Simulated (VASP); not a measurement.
Wanted: the native input for a VASP 6.6.1 run.

* Task: relaxation of shape and atoms at fixed volume
* Functional: PBE
* Potentials or basis: VASP PAW PBE potentials, release 64 (Ga_d, O)
* Cutoff: 600 eV
* k mesh: 10 × 10 × 10
* Occupations: gaussian, width 0.1 eV
* Spin: no spin polarisation
* Dipole correction: no
* Further INCAR settings: ALGO = Fast; EDIFF = 1e-06; IBRION = 2; EDIFFG = -0.01; NSW = 50; ISIF = 4

The structure of Ga2O lies in POSCAR:

```
Ga2O
1.0
   -2.2537771899      3.9662535740      2.7130204287
    2.2537771899     -3.9662535740      2.7130204287
    2.2537771899      3.9662535740     -2.7130204287
Ga O
4 2
Direct
    0.1668357404      0.3376592390      0.5044949794
    0.6668357404      0.1623407610      0.8291765015
    0.8331642596      0.6623407610      0.4955050206
    0.3331642596      0.8376592390      0.1708234985
    0.7500000000      0.2500000000      0.5000000000
    0.2500000000      0.7500000000      0.5000000000
```

The input as run:

INCAR

```
ALGO = Fast
EDIFF = 1E-6
EDIFFG = -0.01
ENCUT = 600
GGA = PE
IBRION = 2
ISIF = 4
ISMEAR = 0
KPAR = 4
LASPH = True
LCHARG = False
LREAL = False
LWAVE = False
NELM = 100
NSW = 50
PREC = Accurate
SIGMA = 0.1
```

KPOINTS

```
k-points
0
Gamma
  10 10 10
```

Potentials or basis: VASP PAW PBE potentials, release 64 (Ga_d, O).

Run with:

```sh
$ cat potpaw_PBE.64/Ga_d/POTCAR potpaw_PBE.64/O/POTCAR > POTCAR
$ mpirun -np 4 vasp_std > vasp.out
```

It gave:

| Property | Result |
| --- | --- |
| Energy gained by relaxing | 2.1 meV/atom |
| Ionic steps | 14 |
| Pressure after relaxing | 1.5 GPa |
| Largest force after relaxing | 0.008 eV/Å |
| Band gap on the k mesh | zero (bands 32 and 33 overlap by 1.60 eV) |

It took 32 min on 4 MPI ranks on Oxide Virtual Turin-like Processor, with other jobs on the host, peak memory 0.68 GiB a rank.
